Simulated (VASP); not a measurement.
# Ti (P6/mmm) in VASP: further runs

Runs on Ti. Level: LDA. Tasks: single point.

Everything below comes from runs of VASP 6.6.1. Logs are shortened: lines on timing, memory, paths and dates and some standing lists are left out, and cuts for length are marked.

### 1 The cell of the first run

It takes space group P6/mmm (No. 191, hexagonal). The conventional cell has a = 4.474 Å, b = 4.474 Å, c = 2.743 Å, α = 90.00°, β = 90.00°, γ = 120.00°. Ti (site symmetry 6/mmm) has 14 Ti at 2.74 to 2.92 Å within 3.6 Å. Ti (site symmetry -6m2) has 11 Ti at 2.58 to 2.92 Å within 3.4 Å.

This isn't the form of Ti at room conditions, which is hcp.

### 2 Single point, LDA

INCAR

```
ALGO = Normal
EDIFF = 1E-6
ENCUT = 500
GGA_COMPAT = False
ISIF = 2
ISMEAR = 1
LASPH = True
LCHARG = False
LREAL = False
LWAVE = False
NBANDS = 25
NELM = 120
PREC = Accurate
SIGMA = 0.1
```

KPOINTS

```
k-points
0
Gamma
  7 7 10
```

POSCAR

```
Ti
1.0
    4.4739086006      0.0000000000      0.0000000000
   -2.2369543003      3.8745185049      0.0000000000
    0.0000000000      0.0000000000      2.7427004899
Ti
3
Direct
    0.0000000000      0.0000000000      0.0000000000
    0.3333333333      0.6666666667      0.5000000000
    0.6666666667      0.3333333333      0.5000000000
```

Potentials or basis: VASP PAW LDA potentials, release 64 (Ti_sv).

Run with:

```sh
cat potpaw_LDA.64/Ti_sv/POTCAR > POTCAR
mpirun -np 1 vasp_std > vasp.out
```

OUTCAR:

```text
EDIFF = 1E-6
   ENCUT = 500
   ISIF = 2
   ISMEAR = 1
   LASPH = True
   LREAL = False
   NELM = 120
   PREC = Accurate

 ion  position               nearest neighbor table
   1  0.000  0.000  0.000-
   2  0.333  0.667  0.500-   3 2.58   3 2.58   3 2.58
   3  0.667  0.333  0.500-   2 2.58   2 2.58   2 2.58

  LATTYP: Found a hexagonal cell.
 ALAT       =     4.4739086006
 C/A-ratio  =     0.6130434783

  Lattice vectors:

 A1 = (   4.4739086006,   0.0000000000,   0.0000000000)
 A2 = (  -2.2369543003,   3.8745185049,   0.0000000000)
 A3 = (   0.0000000000,   0.0000000000,   2.7427004899)

Analysis of symmetry for initial positions (statically):
=====================================================================
 Subroutine PRICEL returns:
 Original cell was already a primitive cell.

 Routine SETGRP: Setting up the symmetry group for a
 hexagonal supercell.

 Subroutine GETGRP returns: Found 24 space group operations
 (whereof 24 operations were pure point group operations)
 out of a pool of 24 trial point group operations.

The static configuration has the point symmetry D_6h.

Analysis of symmetry for dynamics (positions and initial velocities):
=====================================================================
 Subroutine PRICEL returns:
 Original cell was already a primitive cell.

 Routine SETGRP: Setting up the symmetry group for a
 hexagonal supercell.

 Subroutine GETGRP returns: Found 24 space group operations
 (whereof 24 operations were pure point group operations)
 out of a pool of 24 trial point group operations.

The dynamic configuration has the point symmetry D_6h.

 Subroutine INISYM returns: Found 24 space group operations
 (whereof 24 operations are pure point group operations),
 and found     1 'primitive' translations

----------------------------------------------------------------------------------------

                                     Primitive cell

  volume of cell :      47.5426

  direct lattice vectors                    reciprocal lattice vectors
     4.473908601  0.000000000  0.000000000     0.223518201  0.129048293  0.000000000
    -2.236954300  3.874518505  0.000000000     0.000000000  0.258096586  0.000000000
     0.000000000  0.000000000  2.742700490     0.000000000  0.000000000  0.364604157

  length of vectors
     4.473908601  4.473908603  2.742700490     0.258096587  0.258096586  0.364604157

  position of ions in fractional coordinates (direct lattice)
     0.000000000  0.000000000  0.000000000
     0.333333333  0.666666667  0.500000000
     0.666666667  0.333333333  0.500000000

  ion indices of the primitive-cell ions
   primitive index   ion index
                 1           1
                 2           2
                 3           3

----------------------------------------------------------------------------------------

 KPOINTS: k-points

Automatic generation of k-mesh.
 Grid dimensions read from file:
 generate k-points for:    7    7   10

 Generating k-lattice:

  Cartesian coordinates                     Fractional coordinates (reciprocal lattice)
     0.031931172  0.018435470  0.000000000     0.142857143  0.000000000  0.000000000
     0.000000000  0.036870941  0.000000000     0.000000000  0.142857143  0.000000000
     0.000000000  0.000000000  0.036460416     0.000000000  0.000000000  0.100000000

  Length of vectors
     0.036870941  0.036870941  0.036460416

  Shift w.r.t. Gamma in fractional coordinates (k-lattice)
     0.000000000  0.000000000  0.000000000

 Subroutine IBZKPT returns following result:
 ===========================================

 Found     48 irreducible k-points:

 Following reciprocal coordinates:
            Coordinates               Weight
  0.000000  0.000000  0.000000      1.000000
  0.142857 -0.000000  0.000000      6.000000
  0.285714  0.000000  0.000000      6.000000
  0.428571  0.000000  0.000000      6.000000
  0.142857  0.142857  0.000000      6.000000
  0.285714  0.142857  0.000000     12.000000
[... 16 lines left out ...]
  0.428571  0.142857  0.200000     12.000000
  0.285714  0.285714  0.200000     12.000000
 [... further k-points ...]
   k-points           NKPTS =     48   k-points in BZ     NKDIM =     48   number of bands    NBANDS=     25
   number of dos      NEDOS =    301   number of ions     NIONS =      3
   total plane-waves  NPLWV =  25920
   dimension x,y,z NGX =    36 NGY =   36 NGZ =   20
   dimension x,y,z NGXF=    72 NGYF=   72 NGZF=   40
   ions per type =               3
   NGX,Y,Z   is equivalent  to a cutoff of  13.38, 13.38, 12.12 a.u.
   NGXF,Y,Z  is equivalent  to a cutoff of  26.75, 26.75, 24.25 a.u.
 SYSTEM =  unknown system
   PREC   = accura    normal or accurate (medium, high low for compatibility)
   ISTART =      0    job   : 0-new  1-cont  2-samecut
   ICHARG =      2    charge: 1-file 2-atom 10-const
   ISPIN  =      1    spin polarized calculation?
   LNONCOLLINEAR =      F non collinear calculations
   LSORBIT =      F    spin-orbit coupling
   LASPH  =      T    aspherical Exc in radial PAW
   ENCUT  =  500.0 eV  36.75 Ry    6.06 a.u.   8.16  8.16  5.00*2*pi/ulx,y,z
   NELM   =    120;   NELMIN=  2; NELMDL= -5     # of ELM steps
   EDIFF  = 0.1E-05   stopping-criterion for ELM
   LREAL  =      F    real-space projection
   EDIFFG = 0.1E-04   stopping-criterion for IOM
   NSW    =      0    number of steps for IOM
   IBRION =     -1    ionic relax: 0-MD 1-quasi-New 2-CG
   NFREE  =      0    steps in history (QN), initial steepest desc. (CG)
   ISIF   =      2    stress and relaxation
   ISYM   =      2    0-nonsym 1-usesym 2-fastsym
   POTIM  = 0.5000    time-step for ionic-motion
   TEBEG  =    0.0;   TEEND  =   0.0 temperature during run
   PSTRESS=    0.0 pullay stress
   NELECT =      36.0000    total number of electrons
   NUPDOWN=      -1.0000    fix difference up-down
   EMIN   =  10.00;   EMAX   =-10.00  energy-range for DOS
   EFERMI =   0.00;   METHOD = LEGACY
   ISMEAR =     1;   SIGMA  =   0.10  broadening in eV -4-tet -1-fermi 0-gaus
   EFERMI_NEDOS =   21; number of points for ismear=-14 and -15
   IALGO  =     38    algorithm
   IMIX   =      4    mixing-type and parameters
     AMIX     =   0.40;   BMIX     =  1.00
     AMIX_MAG =   1.60;   BMIX_MAG =  1.00
  volume/ion in A,a.u.               =      15.85       106.94
  Fermi-wavevector in a.u.,A,eV,Ry     =   1.492157  2.819768 30.293823  2.226533
  Thomas-Fermi vector in A             =   2.604721
   LORBIT       =      0    0 simple, 1 ext, 2 COOP (PROOUT), +10 PAW based schemes
   GGA     = CA    functional components
   LHFCALC =     F    Hartree Fock is set to
   AEXX    =    0.0000 exact exchange contribution
   IVDW    =     0    specifies the selected vdW correction
   LEPSILON=     F    determine dielectric tensor
   LRPA    =     F    only Hartree local field effects (RPA)
 non-spin polarized calculation
 Methfessel and Paxton  Order N= 1 SIGMA  =   0.10
  energy-cutoff  :      500.00
  volume of cell :       47.54
 maximum number of plane-waves:      1234
 NGX is ok and might be reduce to    36
   NGX = 17   NGY = 17   NGZ = 11

 number of electron      36.0000016 magnetization

 Free energy of the ion-electron system (eV)
  ---------------------------------------------------
  ext. energy  EPLUGINS =         0.00000000
  ---------------------------------------------------
  free energy    TOTEN  =       -25.71739664 eV

  energy without entropy =      -25.71689927  energy(sigma->0) =      -25.71723085

 E-fermi :   8.9890     XC(G=0): -12.2305

 val. band max:        8.9794143186   @ k =   0.4286   0.1429   0.2000
 cond. band min:       9.0033719434   @ k =   0.2857   0.1429   0.0000
 fundamental gap:      0.0239576248
 Fermi energy:         8.9889855317

 k-point     1 :       0.0000    0.0000    0.0000
  band No.  band energies     occupation
      1     -47.0744      2.00000
      2     -46.8086      2.00000
      3     -46.5995      2.00000
      4     -23.8068      2.00000
      5     -23.8068      2.00000
      6     -23.7374      2.00000
[... 17 lines left out ...]
     24      10.9942      0.00000
     25      11.0587      0.00000

 k-point     2 :       0.1429   -0.0000    0.0000
  band No.  band energies     occupation
      1     -47.0688      2.00000
      2     -46.8041      2.00000
      3     -46.6102      2.00000
      4     -23.8995      2.00000
      5     -23.8728      2.00000
      6     -23.6411      2.00000
[... 17 lines left out ...]
     24      10.6789     -0.00000
     25      11.5174      0.00000

 k-point     3 :       0.2857    0.0000    0.0000
  band No.  band energies     occupation
      1     -47.0564      2.00000
      2     -46.7890      2.00000
      3     -46.6390      2.00000
      4     -23.9939      2.00000
      5     -23.8733      2.00000
      6     -23.5381      2.00000
[... 17 lines left out ...]
     24      10.9939      0.00000
     25      11.9405      0.00000

 k-point     4 :       0.4286    0.0000    0.0000
  band No.  band energies     occupation
      1     -47.0469      2.00000
      2     -46.7665      2.00000
      3     -46.6719      2.00000
      4     -24.0462      2.00000
      5     -23.7930      2.00000
      6     -23.5529      2.00000
[... 17 lines left out ...]
     24      11.4481      0.00000
     25      11.6408      0.00000
[... 477 lines left out ...]
 k-point    22 :       0.2857    0.1429    0.2000
  band No.  band energies     occupation
      1     -47.0191      2.00000
      2     -46.7446      2.00000
      3     -46.6358      2.00000
      4     -23.9260      2.00000
      5     -23.8336      2.00000
      6     -23.6379      2.00000
[... 17 lines left out ...]
     24      11.2914      0.00000
     25      11.6317      0.00000

 k-point    23 :       0.4286    0.1429    0.2000
  band No.  band energies     occupation
      1     -47.0161      2.00000
      2     -46.7244      2.00000
      3     -46.6595      2.00000
      4     -23.9430      2.00000
      5     -23.7743      2.00000
      6     -23.7093      2.00000
[... 17 lines left out ...]
     24      11.4707      0.00000
     25      11.8259      0.00000

 k-point    24 :       0.2857    0.2857    0.2000
  band No.  band energies     occupation
      1     -47.0157      2.00000
      2     -46.7140      2.00000
      3     -46.6704      2.00000
      4     -23.8800      2.00000
      5     -23.8274      2.00000
      6     -23.7456      2.00000
[... 17 lines left out ...]
     24      11.7146      0.00000
     25      11.7618      0.00000

 [... further k-points ...]

------------------------ aborting loop because EDIFF is reached ----------------------------------------

  FORCE on cell =-STRESS in cart. coord.  units (eV):
  Direction    XX          YY          ZZ          XY          YZ          ZX
  --------------------------------------------------------------------------------------
  -------------------------------------------------------------------------------------
  Total       -0.3355759     -0.3355759      0.5737385      0.0000000      0.0000000      0.0000000
  in kB      -11.3088426    -11.3088427     19.3348751      0.0000000      0.0000000      0.0000000
  external PRESSURE =      -1.0942701 kB  Pullay stress =       0.0000000 kB

 VOLUME and BASIS-vectors are now :
 -----------------------------------------------------------------------------
  energy-cutoff  :      500.00
  volume of cell :       47.54
      direct lattice vectors                 reciprocal lattice vectors
     4.473908601  0.000000000  0.000000000     0.223518201  0.129048293  0.000000000
    -2.236954300  3.874518505  0.000000000     0.000000000  0.258096586  0.000000000
     0.000000000  0.000000000  2.742700490     0.000000000  0.000000000  0.364604157

 POSITION                                       TOTAL-FORCE (eV/Angst)
 -----------------------------------------------------------------------------------
      0.00000      0.00000      0.00000         0.000000      0.000000      0.000000
     -0.00000      2.58301      1.37135         0.000000     -0.000000     -0.000000
      2.23695      1.29151      1.37135        -0.000000      0.000000      0.000000
 -----------------------------------------------------------------------------------
    total drift:                                0.000000      0.000000     -0.000000

  FREE ENERGIE OF THE ION-ELECTRON SYSTEM (eV)
  ---------------------------------------------------
  free  energy   TOTEN  =       -25.7173966377 eV

  energy  without entropy=      -25.7168992654  energy(sigma->0) =      -25.71723085
```

Wall time 38 s (1 thread of Intel Xeon Platinum 8375C at 2.90GHz (Ice Lake), shared host); peak memory 0.17 GiB.

What came out:

```yaml
Free_energy: -25.7174 eV
Pressure: -0.1 GPa
Band_gap_on_the_k_mesh: zero (bands 18 and 19 overlap by 0.26 eV)
```

Stress tensor (GPa, compression positive):
```
-1.13  0.00  0.00
 0.00 -1.13  0.00
 0.00  0.00  1.93
```

Levels at points of the mesh, in eV from the Fermi level:
| k point | band 14 | band 15 | band 16 | band 17 | band 18 | band 19 | band 20 | band 21 | band 22 | band 23 |
| --- | --- | --- | --- | --- | --- | --- | --- | --- | --- | --- |
| (0.00, 0.00, 0.00) | -2.17 | -0.73 | -0.73 | -0.62 | -0.62 | -0.09 | 0.62 | 1.32 | 1.32 | 1.97 |
| (0.00, 0.00, 0.50) | -2.37 | -2.12 | -1.81 | -1.81 | -1.59 | 1.06 | 1.06 | 1.35 | 1.35 | 3.17 |

### 3 Single point, LDA

This run uses another cell than the first one, of 16.54 Å³/atom.

Edit INCAR of step 2 so:

```diff
@@ -3,2 +3,3 @@
 ENCUT = 500
+GGA = CA
 GGA_COMPAT = False
```

KPOINTS is that of step 2.

POSCAR

```
Ti
1.0
    4.5378302168      0.0000000000      0.0000000000
   -2.2689151084      3.9298762483      0.0000000000
    0.0000000000      0.0000000000      2.7818872198
Ti
3
Direct
    0.0000000000      0.0000000000      0.0000000000
    0.3333333333      0.6666666667      0.5000000000
    0.6666666667      0.3333333333      0.5000000000
```

Potentials or basis: VASP PAW LDA potentials, release 64 (Ti_sv).

Run with:

```sh
cat potpaw_LDA.64/Ti_sv/POTCAR > POTCAR
mpirun -np 1 vasp_std > vasp.out
```

Run time: 38 s. Hardware: 1 thread of Intel Xeon Platinum 8375C at 2.90GHz (Ice Lake), shared host; peak memory 0.17 GiB.

Results (log left out):

| Item | Value |
| --- | --- |
| Free energy | -25.6838 eV |
| Pressure | -5.1 GPa |
| Band gap on the k mesh | zero (bands 18 and 19 overlap by 0.24 eV) |

Stress tensor (GPa, compression positive):
```
-5.97  0.00  0.00
 0.00 -5.97  0.00
 0.00  0.00 -3.44
```

Levels at points of the mesh, in eV from the Fermi level:
```tsv
k point	band 16	band 17	band 18	band 19	band 20	band 21
(0.00, 0.00, 0.00)	-0.72	-0.61	-0.61	-0.09	0.60	1.28
(0.00, 0.00, 0.50)	-1.70	-1.70	-1.61	1.03	1.03	1.28
```

Caveat: the cell stands under tension.

(Continued in part 2 of 2.)
